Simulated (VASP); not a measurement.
# MgO (qrp) (Fm-3m) in VASP: vibrations by perturbation theory with RPBE

Aim: the vibrations by perturbation theory of MgO (qrp) with RPBE.

Program: VASP 6.6.1. These are calculated values, not measurements. Logs are shortened: lines on timing, memory, paths and dates and some standing lists are left out, and cuts for length are marked.

## Step 1: The cell of the first run

It takes space group Fm-3m (No. 225, cubic). The conventional cell has a = 4.299 Å, b = 4.299 Å, c = 4.299 Å, α = 90.00°, β = 90.00°, γ = 90.00°. Mg (site symmetry m-3m) has 6 O at 2.15 Å within 2.8 Å. O (site symmetry m-3m) has 6 Mg at 2.15 Å within 2.8 Å.

## Step 2: Vibrations by perturbation theory, RPBE

The input, INCAR:

```
SYSTEM = MgO
PREC     = Accurate       ! precision mode
ENCUT    = 600            ! plane-wave cutoff, eV
EDIFF    = 1E-8           ! SCF threshold, eV
ISMEAR   = 0              ! smearing method
SIGMA    = 0.01           ! smearing width, eV
LREAL    = .FALSE.        ! projectors in reciprocal space
LASPH    = .TRUE.         ! aspherical terms in the spheres
NELM     = 120            ! most SCF steps
ALGO     = Normal         ! electronic algorithm
ISIF     = 2              ! what is computed and relaxed
LWAVE    = .FALSE.        ! write WAVECAR
LCHARG   = .TRUE.         ! write CHGCAR
GGA      = RP             ! functional
NBANDS   = 11             ! bands
IBRION   = 8              ! ionic algorithm
NSW      = 1              ! ionic steps
GGA_COMPAT= .FALSE.
```

The input, KPOINTS:

```
regular mesh
0
G
  8 8 8
  0 0 0
```

The input, POSCAR:

```
MgO
1.0
    0.0000000000      2.1494104632      2.1494104632
    2.1494104632      0.0000000000      2.1494104632
    2.1494104632      2.1494104632      0.0000000000
Mg O
1 1
Direct
    0.0000000000      0.0000000000      0.0000000000
    0.5000000000      0.5000000000      0.5000000000
```

Potentials or basis: VASP PAW PBE potentials, release 64 (Mg, O).

Launch:

```console
$ cat potpaw_PBE.64/Mg/POTCAR potpaw_PBE.64/O/POTCAR > POTCAR
$ mpirun -np 1 vasp_std > vasp.out
```

OUTCAR:

```text
SYSTEM = MgO
   PREC = Accurate
   ENCUT = 600
   EDIFF = 1E-8
   ISMEAR = 0
   LREAL = .FALSE.
   LASPH = .TRUE.
   NELM = 120
   ISIF = 2
   GGA = RP
   IBRION = 8
   NSW = 1

 ion  position               nearest neighbor table
   1  0.000  0.000  0.000-   2 2.15   2 2.15   2 2.15   2 2.15   2 2.15   2 2.15
   2  0.500  0.500  0.500-   1 2.15   1 2.15   1 2.15   1 2.15   1 2.15   1 2.15

  LATTYP: Found a face centered cubic cell.
 ALAT       =     4.2988209264

  Lattice vectors:

 A1 = (   0.0000000000,   2.1494104632,   2.1494104632)
 A2 = (   2.1494104632,   0.0000000000,   2.1494104632)
 A3 = (   2.1494104632,   2.1494104632,   0.0000000000)

Analysis of symmetry for initial positions (statically):
=====================================================================
 Subroutine PRICEL returns:
 Original cell was already a primitive cell.

 Routine SETGRP: Setting up the symmetry group for a
 face centered cubic supercell.

 Subroutine GETGRP returns: Found 48 space group operations
 (whereof 48 operations were pure point group operations)
 out of a pool of 48 trial point group operations.

The static configuration has the point symmetry O_h .

Analysis of symmetry for dynamics (positions and initial velocities):
=====================================================================
 Subroutine PRICEL returns:
 Original cell was already a primitive cell.

 Routine SETGRP: Setting up the symmetry group for a
 face centered cubic supercell.

 Subroutine GETGRP returns: Found 48 space group operations
 (whereof 48 operations were pure point group operations)
 out of a pool of 48 trial point group operations.

The dynamic configuration has the point symmetry O_h .

 Subroutine INISYM returns: Found 48 space group operations
 (whereof 48 operations are pure point group operations),
 and found     1 'primitive' translations

----------------------------------------------------------------------------------------

                                     Primitive cell

  volume of cell :      19.8604

  direct lattice vectors                    reciprocal lattice vectors
     0.000000000  2.149410463  2.149410463    -0.232621925  0.232621925  0.232621925
     2.149410463  0.000000000  2.149410463     0.232621925 -0.232621925  0.232621925
     2.149410463  2.149410463  0.000000000     0.232621925  0.232621925 -0.232621925

  length of vectors
     3.039725428  3.039725428  3.039725428     0.402912993  0.402912993  0.402912993

  position of ions in fractional coordinates (direct lattice)
     0.000000000  0.000000000  0.000000000
     0.500000000  0.500000000  0.500000000

  ion indices of the primitive-cell ions
   primitive index   ion index
                 1           1
                 2           2

----------------------------------------------------------------------------------------

 KPOINTS: regular mesh

Automatic generation of k-mesh.
 Grid dimensions read from file:
 generate k-points for:    8    8    8

 Generating k-lattice:

  Cartesian coordinates                     Fractional coordinates (reciprocal lattice)
    -0.029077741  0.029077741  0.029077741     0.125000000  0.000000000  0.000000000
     0.029077741 -0.029077741  0.029077741     0.000000000  0.125000000  0.000000000
     0.029077741  0.029077741 -0.029077741     0.000000000  0.000000000  0.125000000

  Length of vectors
     0.050364124  0.050364124  0.050364124

  Shift w.r.t. Gamma in fractional coordinates (k-lattice)
     0.000000000  0.000000000  0.000000000
[... 76 lines left out ...]
   GGA     = RP    functional components
   LHFCALC =     F    Hartree Fock is set to
   AEXX    =    0.0000 exact exchange contribution
   IVDW    =     0    specifies the selected vdW correction
   LEPSILON=     F    determine dielectric tensor
   LRPA    =     F    only Hartree local field effects (RPA)
 non-spin polarized calculation
 Gauss-broadening in eV      SIGMA  =   0.01
  energy-cutoff  :      600.00
  volume of cell :       19.86
 maximum number of plane-waves:       684
   NGX = 13   NGY = 13   NGZ = 13

--------------------------------------- Ionic step        1  -------------------------------------------

 number of electron       7.9999999 magnetization

 Free energy of the ion-electron system (eV)
  ---------------------------------------------------
  ext. energy  EPLUGINS =         0.00000000
  ---------------------------------------------------
  free energy    TOTEN  =       -11.24911720 eV

  energy without entropy =      -11.24911720  energy(sigma->0) =      -11.24911720

 E-fermi :   3.0624     XC(G=0): -10.5617

 val. band max:        2.9028063999   @ k =   0.0000   0.0000   0.0000
 cond. band min:       7.1620539762   @ k =   0.0000   0.0000   0.0000
 fundamental gap:      4.2592475763
 Fermi energy:         3.0623698335

 k-point     1 :       0.0000    0.0000    0.0000
  band No.  band energies     occupation
      1     -14.1354      2.00000
      2       2.9028      2.00000
      3       2.9028      2.00000
      4       2.9028      2.00000
      5       7.1621      0.00000
      6      18.4844      0.00000
      7      18.4844      0.00000
      8      18.4844      0.00000
      9      22.1944      0.00000
     10      23.9509      0.00000
     11      23.9509      0.00000
[... 309 lines left out ...]
 k-point    24 :      -0.3750    0.2500    0.1250
  band No.  band energies     occupation
      1     -12.8879      2.00000
      2      -0.8287      2.00000
      3       1.1161      2.00000
      4       2.0023      2.00000
      5      12.2491      0.00000
      6      14.6298      0.00000
      7      15.9370      0.00000
      8      19.2266      0.00000
      9      22.8592      0.00000
     10      24.3467      0.00000
     11      28.2981      0.00000

 [... further k-points ...]
[... 5 lines left out ...]
  --------------------------------------------------------------------------------------
  -------------------------------------------------------------------------------------
  Total       -0.1414889     -0.1414889     -0.1414889     -0.0000000      0.0000000     -0.0000000
  in kB      -11.4141806    -11.4141806    -11.4141806     -0.0000000      0.0000000     -0.0000000
  external PRESSURE =     -11.4141806 kB  Pullay stress =       0.0000000 kB

 VOLUME and BASIS-vectors are now :
 -----------------------------------------------------------------------------
  energy-cutoff  :      600.00
  volume of cell :       19.86
      direct lattice vectors                 reciprocal lattice vectors
     0.000000000  2.149410463  2.149410463    -0.232621925  0.232621925  0.232621925
     2.149410463  0.000000000  2.149410463     0.232621925 -0.232621925  0.232621925
     2.149410463  2.149410463  0.000000000     0.232621925  0.232621925 -0.232621925

 POSITION                                       TOTAL-FORCE (eV/Angst)
 -----------------------------------------------------------------------------------
      0.00000      0.00000      0.00000         0.000000     -0.000000      0.000000
      2.14941      2.14941      2.14941         0.000000      0.000000      0.000000
 -----------------------------------------------------------------------------------
    total drift:                               -0.000000     -0.000000      0.000000

  FREE ENERGIE OF THE ION-ELECTRON SYSTEM (eV)
  ---------------------------------------------------
  free  energy   TOTEN  =       -11.2491171975 eV

  energy  without entropy=      -11.2491171975  energy(sigma->0) =      -11.24911720

[... ionic steps 2 to 3 ...]

--------------------------------------- Ionic step        4  -------------------------------------------

------------------------ aborting loop because EDIFF is reached ----------------------------------------

[... ionic steps 5 to 6 ...]

--------------------------------------- Ionic step        7  -------------------------------------------

 Free energy of the ion-electron system (eV)
  ---------------------------------------------------
  ---------------------------------------------------
  free energy    TOTEN  =        -0.36023022 eV

  energy without entropy =       -0.36023022

------------------------ aborting loop because EDIFF is reached ----------------------------------------

 INTERNAL STRAIN TENSOR  FOR ION    2  DIRECTION 1   (eV/Angst):
 -----------------------------------------------------------------------------
    -0.00492 -0.00000  0.00000
    -0.00000  0.00691 -0.00000
     0.00000 -0.00000  0.00691

 INTERNAL STRAIN TENSOR FOR ION    2 for displacements in x,y,z  (eV/Angst):
          X           Y           Z          XY          YZ          ZX
  --------------------------------------------------------------------------------
  x     0.00000     0.00000     0.00000     0.00000     0.00000     0.00000
  y     0.00000     0.00000     0.00000     0.00000     0.00000     0.00000
  z     0.00000     0.00000     0.00000     0.00000     0.00000     0.00000

 SECOND DERIVATIVES (NOT SYMMETRIZED)
 ------------------------------------
               1X          1Y          1Z          2X          2Y          2Z
  1X    -4.252194    0.000000    0.000000    4.252194    0.000000    0.000000
  1Y     0.000000   -4.252194    0.000000    0.000000    4.252194    0.000000
  1Z     0.000000    0.000000   -4.252194    0.000000    0.000000    4.252194
  2X     4.240581    0.000000    0.000000   -4.240581    0.000000    0.000000
  2Y     0.000000    4.240581    0.000000    0.000000   -4.240581    0.000000
  2Z     0.000000    0.000000    4.240581    0.000000    0.000000   -4.240581

 Eigenvectors and eigenvalues of the dynamical matrix
 ----------------------------------------------------

   1 f  =   10.369818 THz    65.155485 2PiTHz  345.899880 cm-1    42.886100 meV
             X         Y         Z           dx          dy          dz
      0.000000  0.000000  0.000000     0.630578   -0.000000   -0.000000
      2.149410  2.149410  2.149410    -0.776126   -0.000000   -0.000000
[... 21 lines left out ...]
   6 f/i=    0.006939 THz     0.043602 2PiTHz    0.231476 cm-1     0.028699 meV
             X         Y         Z           dx          dy          dz
      0.000000  0.000000  0.000000     0.366173   -0.633898   -0.257805
      2.149410  2.149410  2.149410     0.297503   -0.515021   -0.209458

--------------------------------------------------------------------------------------------------------

 ELASTIC MODULI CONTR FROM IONIC RELAXATION (kBar)
 Direction    XX          YY          ZZ          XY          YZ          ZX
 --------------------------------------------------------------------------------
 XX           0.0000      0.0000      0.0000      0.0000      0.0000      0.0000
 YY           0.0000      0.0000      0.0000      0.0000      0.0000      0.0000
 ZZ           0.0000      0.0000      0.0000      0.0000      0.0000      0.0000
 XY           0.0000      0.0000      0.0000      0.0000      0.0000      0.0000
 YZ           0.0000      0.0000      0.0000      0.0000      0.0000      0.0000
 ZX           0.0000      0.0000      0.0000      0.0000      0.0000      0.0000
 --------------------------------------------------------------------------------
```

It took 48 s on 1 thread of Intel Xeon Platinum 8259CL at 2.50GHz (Skylake/Cascade Lake), shared host; peak memory 0.18 GiB.

Results:

| Quantity | Value |
| --- | --- |
| Highest phonon frequency at Γ, LO-TO splitting left out | 346 cm⁻¹ |

Phonon frequencies in cm⁻¹ (negative: imaginary):
| q point | frequencies |
| --- | --- |
| (0.000, 0.000, 0.000) | 0 0 0 346 346 346 |

Caveat: the cell wasn't relaxed at this level first, which shifts response properties; the PAW data sets were made with another functional, which shifts forces and pressure a little.
